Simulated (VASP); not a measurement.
# Ni (Pm-3m) in VASP: further runs

Ni is run at these levels: LDA; tasks: density of states.

Everything below comes from runs of VASP 6.6.1. Logs are shortened: lines on timing, memory, paths and dates and some standing lists are left out, and cuts for length are marked.

**1. The cell of the first run**

Symmetry: Pm-3m, No. 221, cubic system. The conventional cell has a = 1.707 Å, b = 1.707 Å, c = 1.707 Å, α = 90.00°, β = 90.00°, γ = 90.00°. Within 2.3 Å of Ni (site symmetry m-3m) lie 6 Ni at 1.71 Å.

**2. Density of states, LDA, collinear spin, ferromagnetic start (volume scaled by 0.43)**

File POSCAR:

```
Ni
1.0
    1.7066355450      0.0000000000      0.0000000000
    0.0000000000      1.7066355450      0.0000000000
    0.0000000000      0.0000000000      1.7066355450
Ni
1
Direct
    0.0000000000      0.0000000000      0.0000000000
```

File INCAR.step1:

```
SYSTEM = Ni
  PREC = Accurate
  ENCUT = 520
  EDIFF = 1E-6
  ISMEAR = -1
  SIGMA = 0.1
  LREAL = .False.
  LASPH = .True.
  NELM = 150
  ALGO = Normal
  ISIF = 2
  LWAVE = .False.
  LCHARG = .True.
  ISPIN = 2
  MAGMOM = 1
  LMAXMIX = 4
  NBANDS = 15
```

File KPOINTS.step1:

```
regular mesh
0
Gamma
  19 19 19
  0 0 0
```

File INCAR.step2:

```
SYSTEM = Ni
  PREC = Accurate
  ENCUT = 520
  EDIFF = 1E-6
  ISMEAR = -5
  SIGMA = 0.1
  LREAL = .False.
  LASPH = .True.
  NELM = 150
  ALGO = Normal
  ISIF = 2
  LWAVE = .False.
  LCHARG = .False.
  ISPIN = 2
  MAGMOM = 1
  LORBIT = 10
  LMAXMIX = 4
  NBANDS = 15
  NEDOS = 1001
  ICHARG = 11
```

File KPOINTS.step2:

```
regular mesh
0
Gamma
  29 29 29
  0 0 0
```

Potentials or basis: VASP PAW LDA potentials, release 64 (Ni).

Launch:

```bash
> cat potpaw_LDA.64/Ni/POTCAR > POTCAR
> cp INCAR.step1 INCAR
> cp KPOINTS.step1 KPOINTS
> mpirun -np 1 vasp_std > vasp.out
> cp INCAR.step2 INCAR
> cp KPOINTS.step2 KPOINTS
> mpirun -np 1 vasp_std > vasp.out
```

OUTCAR:

```text
SYSTEM = Ni
   PREC = Accurate
   ENCUT = 520
   EDIFF = 1E-6
   ISMEAR = -5
   LREAL = .False.
   LASPH = .True.
   NELM = 150
   ISIF = 2
   ISPIN = 2
   LORBIT = 10
   ICHARG = 11

 ion  position               nearest neighbor table
   1  0.000  0.000  0.000-

  LATTYP: Found a simple cubic cell.
 ALAT       =     1.7066355450

  Lattice vectors:

 A1 = (   1.7066355450,   0.0000000000,   0.0000000000)
 A2 = (   0.0000000000,   1.7066355450,   0.0000000000)
 A3 = (   0.0000000000,   0.0000000000,   1.7066355450)

Analysis of symmetry for initial positions (statically):
=====================================================================
 Subroutine PRICEL returns:
 Original cell was already a primitive cell.

 Routine SETGRP: Setting up the symmetry group for a
 simple cubic supercell.

 Subroutine GETGRP returns: Found 48 space group operations
 (whereof 48 operations were pure point group operations)
 out of a pool of 48 trial point group operations.

The static configuration has the point symmetry O_h .

Analysis of symmetry for dynamics (positions and initial velocities):
=====================================================================
 Subroutine PRICEL returns:
 Original cell was already a primitive cell.

 Routine SETGRP: Setting up the symmetry group for a
 simple cubic supercell.

 Subroutine GETGRP returns: Found 48 space group operations
 (whereof 48 operations were pure point group operations)
 out of a pool of 48 trial point group operations.

The dynamic configuration has the point symmetry O_h .

Analysis of structural, dynamic, and magnetic symmetry:
=====================================================================
 Subroutine PRICEL returns:
 Original cell was already a primitive cell.

 Routine SETGRP: Setting up the symmetry group for a
 simple cubic supercell.

 Subroutine GETGRP returns: Found 48 space group operations
 (whereof 48 operations were pure point group operations)
 out of a pool of 48 trial point group operations.

The overall configuration has the point symmetry O_h .

 Subroutine INISYM returns: Found 48 space group operations
 (whereof 48 operations are pure point group operations),
 and found     1 'primitive' translations

----------------------------------------------------------------------------------------

                                     Primitive cell

  volume of cell :       4.9708

  direct lattice vectors                    reciprocal lattice vectors
     1.706635545  0.000000000  0.000000000     0.585948185  0.000000000  0.000000000
     0.000000000  1.706635545  0.000000000     0.000000000  0.585948185  0.000000000
     0.000000000  0.000000000  1.706635545     0.000000000  0.000000000  0.585948185

  length of vectors
     1.706635545  1.706635545  1.706635545     0.585948185  0.585948185  0.585948185

  position of ions in fractional coordinates (direct lattice)
     0.000000000  0.000000000  0.000000000

  ion indices of the primitive-cell ions
   primitive index   ion index
                 1           1

----------------------------------------------------------------------------------------

 KPOINTS: regular mesh

Automatic generation of k-mesh.
 Grid dimensions read from file:
 generate k-points for:   29   29   29

 Generating k-lattice:

  Cartesian coordinates                     Fractional coordinates (reciprocal lattice)
     0.020205110  0.000000000  0.000000000     0.034482759  0.000000000  0.000000000
     0.000000000  0.020205110  0.000000000     0.000000000  0.034482759  0.000000000
     0.000000000  0.000000000  0.020205110     0.000000000  0.000000000  0.034482759

  Length of vectors
     0.020205110  0.020205110  0.020205110

  Shift w.r.t. Gamma in fractional coordinates (k-lattice)
     0.000000000  0.000000000  0.000000000

 TETIRR: Found  12153 inequivalent tetrahedra from   146334

 Subroutine IBZKPT returns following result:
 ===========================================

 Found    680 irreducible k-points:

 Following reciprocal coordinates:
            Coordinates               Weight
  0.000000  0.000000  0.000000      1.000000
  0.034483  0.000000  0.000000      6.000000
  0.068966  0.000000  0.000000      6.000000
  0.103448  0.000000  0.000000      6.000000
  0.137931  0.000000  0.000000      6.000000
  0.172414  0.000000  0.000000      6.000000
[... 16 lines left out ...]
  0.275862  0.034483  0.000000     24.000000
  0.310345  0.034483  0.000000     24.000000
 [... further k-points ...]
   k-points           NKPTS =    680   k-points in BZ     NKDIM =    680   number of bands    NBANDS=     15
   number of dos      NEDOS =   1001   number of ions     NIONS =      1
   total plane-waves  NPLWV =   2744
   dimension x,y,z NGX =    14 NGY =   14 NGZ =   14
   dimension x,y,z NGXF=    28 NGYF=   28 NGZF=   28
   ions per type =               1
   NGX,Y,Z   is equivalent  to a cutoff of  13.64, 13.64, 13.64 a.u.
   NGXF,Y,Z  is equivalent  to a cutoff of  27.28, 27.28, 27.28 a.u.
 SYSTEM =  Ni
   PREC   = accura    normal or accurate (medium, high low for compatibility)
   ISTART =      0    job   : 0-new  1-cont  2-samecut
   ICHARG =     11    charge: 1-file 2-atom 10-const
   ISPIN  =      2    spin polarized calculation?
   LNONCOLLINEAR =      F non collinear calculations
   LSORBIT =      F    spin-orbit coupling
   LASPH  =      T    aspherical Exc in radial PAW
   ENCUT  =  520.0 eV  38.22 Ry    6.18 a.u.   3.17  3.17  3.17*2*pi/ulx,y,z
   NELM   =    150;   NELMIN=  2; NELMDL=  0     # of ELM steps
   EDIFF  = 0.1E-05   stopping-criterion for ELM
   LREAL  =      F    real-space projection
   EDIFFG = 0.1E-04   stopping-criterion for IOM
   NSW    =      0    number of steps for IOM
   IBRION =     -1    ionic relax: 0-MD 1-quasi-New 2-CG
   NFREE  =      0    steps in history (QN), initial steepest desc. (CG)
   ISIF   =      2    stress and relaxation
   ISYM   =      2    0-nonsym 1-usesym 2-fastsym
   POTIM  = 0.5000    time-step for ionic-motion
   TEBEG  =    0.0;   TEEND  =   0.0 temperature during run
   PSTRESS=    0.0 pullay stress
   NELECT =      10.0000    total number of electrons
   NUPDOWN=      -1.0000    fix difference up-down
   EMIN   =  10.00;   EMAX   =-10.00  energy-range for DOS
   EFERMI =   0.00;   METHOD = LEGACY
   ISMEAR =    -5;   SIGMA  =   0.10  broadening in eV -4-tet -1-fermi 0-gaus
   EFERMI_NEDOS =   21; number of points for ismear=-14 and -15
   IALGO  =     38    algorithm
   IMIX   =      4    mixing-type and parameters
     AMIX     =   0.40;   BMIX     =  1.00
     AMIX_MAG =   1.60;   BMIX_MAG =  1.00
  volume/ion in A,a.u.               =       4.97        33.54
  Fermi-wavevector in a.u.,A,eV,Ry     =   2.066652  3.905406 58.111176  4.271051
  Thomas-Fermi vector in A             =   3.065403
   LORBIT       =     10    0 simple, 1 ext, 2 COOP (PROOUT), +10 PAW based schemes
   GGA     = CA    functional components
   LHFCALC =     F    Hartree Fock is set to
   AEXX    =    0.0000 exact exchange contribution
   IVDW    =     0    specifies the selected vdW correction
   LEPSILON=     F    determine dielectric tensor
   LRPA    =     F    only Hartree local field effects (RPA)
 spin polarized calculation
 Fermi weights with tetrahedron method with Bloechl corrections
  energy-cutoff  :      520.00
  volume of cell :        4.97
 maximum number of plane-waves:       147
 NGX is ok and might be reduce to    14

 number of electron      10.0000000 magnetization      -0.0000563

 Free energy of the ion-electron system (eV)
  ---------------------------------------------------
  ext. energy  EPLUGINS =         0.00000000
  ---------------------------------------------------
  free energy    TOTEN  =         4.22116507 eV

  energy without entropy =        4.22116507  energy(sigma->0) =        4.22116507

 E-fermi :  27.3157     XC(G=0): -18.7484

 val. band max:       27.4452022748   @ k =   0.3793   0.3793   0.3793
 cond. band min:      27.3013960583   @ k =   0.4483   0.1379   0.0000
 fundamental gap:     -0.1438062165
 Fermi energy:        27.3156849119

 spin component 1

 k-point     1 :       0.0000    0.0000    0.0000
  band No.  band energies     occupation
      1      11.8314      1.00000
      2      15.6024      1.00000
      3      15.6024      1.00000
      4      27.5781      0.00000
      5      27.5781      0.00000
      6      27.5781      0.00000
      7      59.7051      0.00000
      8      59.7051      0.00000
      9      59.7051      0.00000
     10      69.1230      0.00000
     11      69.1230      0.00000
     12      70.1316      0.00000
     13      79.9522      0.00000
     14      90.5480      0.00000
     15      90.5480      0.00000
[... 397 lines left out ...]
 k-point    24 :       0.3103    0.0345    0.0000
  band No.  band energies     occupation
      1      15.7956      1.00000
      2      16.8135      1.00000
      3      20.3148      1.00000
      4      24.4371      1.00000
      5      24.4687      1.00000
      6      27.8043      0.00000
      7      43.9598      0.00000
      8      61.5324      0.00000
      9      66.7296      0.00000
     10      67.3087      0.00000
     11      70.6796      0.00000
     12      73.3491      0.00000
     13      85.4531      0.00000
     14      85.9925      0.00000
     15      91.9037      0.00000

 [... further k-points ...]

 spin component 2

 k-point     1 :       0.0000    0.0000    0.0000
  band No.  band energies     occupation
      1      11.8314      1.00000
      2      15.6024      1.00000
      3      15.6024      1.00000
      4      27.5781      0.00000
      5      27.5781      0.00000
      6      27.5781      0.00000
      7      59.7051      0.00000
      8      59.7051      0.00000
      9      59.7051      0.00000
     10      69.1230      0.00000
     11      69.1230      0.00000
     12      70.1314      0.00000
     13      79.9522      0.00000
     14      90.5480      0.00000
     15      90.5480      0.00000
[... 397 lines left out ...]
 k-point    24 :       0.3103    0.0345    0.0000
  band No.  band energies     occupation
      1      15.7956      1.00000
      2      16.8135      1.00000
      3      20.3148      1.00000
      4      24.4371      1.00000
      5      24.4687      1.00000
      6      27.8042      0.00000
      7      43.9598      0.00000
      8      61.5324      0.00000
      9      66.7296      0.00000
     10      67.3087      0.00000
     11      70.6794      0.00000
     12      73.3491      0.00000
     13      85.4531      0.00000
     14      85.9925      0.00000
     15      91.9036      0.00000

 [... further k-points ...]
[... 5 lines left out ...]
  --------------------------------------------------------------------------------------
  -------------------------------------------------------------------------------------
  Total       32.2289035     32.2289035     32.2289035      0.0000000      0.0000000     -0.0000000
  in kB    10388.0433417  10388.0433417  10388.0433417      0.0000000      0.0000000     -0.0000000
  external PRESSURE =   10388.0433417 kB  Pullay stress =       0.0000000 kB

 VOLUME and BASIS-vectors are now :
 -----------------------------------------------------------------------------
  energy-cutoff  :      520.00
  volume of cell :        4.97
      direct lattice vectors                 reciprocal lattice vectors
     1.706635545  0.000000000  0.000000000     0.585948185  0.000000000  0.000000000
     0.000000000  1.706635545  0.000000000     0.000000000  0.585948185  0.000000000
     0.000000000  0.000000000  1.706635545     0.000000000  0.000000000  0.585948185

 POSITION                                       TOTAL-FORCE (eV/Angst)
 -----------------------------------------------------------------------------------
      0.00000      0.00000      0.00000         0.000000      0.000000      0.000000
 -----------------------------------------------------------------------------------
    total drift:                               -0.000000     -0.000000     -0.000000

  FREE ENERGIE OF THE ION-ELECTRON SYSTEM (eV)
  ---------------------------------------------------
  free  energy   TOTEN  =         4.2211650731 eV

  energy  without entropy=        4.2211650731  energy(sigma->0) =        4.22116507

 total charge

# of ion       s       p       d       tot
------------------------------------------
    1        1.050   1.481   9.803  12.334

 magnetization (x)

# of ion       s       p       d       tot
------------------------------------------
    1        0.000   0.000  -0.000  -0.000
```

It took 43 s on 1 thread of Intel Xeon Platinum 8375C at 2.90GHz (Ice Lake), shared host; peak memory 0.24 GiB.

Results:

| Quantity | Value |
| --- | --- |
| Net moment | 0.00 μB per cell |

Levels at points of the mesh, in eV from the Fermi level:
Spin up:
```
           k point  band 1  band 2  band 3  band 4  band 5  band 6  band 7  band 8  band 9  band 10
(0.00, 0.00, 0.00)  -15.48  -11.71  -11.71    0.26    0.26    0.26   32.39   32.39   32.39    41.81
```
Spin down:
```tsv
k point	band 2	band 3	band 4	band 5	band 6	band 7	band 8	band 9
(0.00, 0.00, 0.00)	-11.71	-11.71	0.26	0.26	0.26	32.39	32.39	32.39
```

Caveat: tetrahedron occupations give inexact forces and stress in metals.

[end of part 1 of 2]
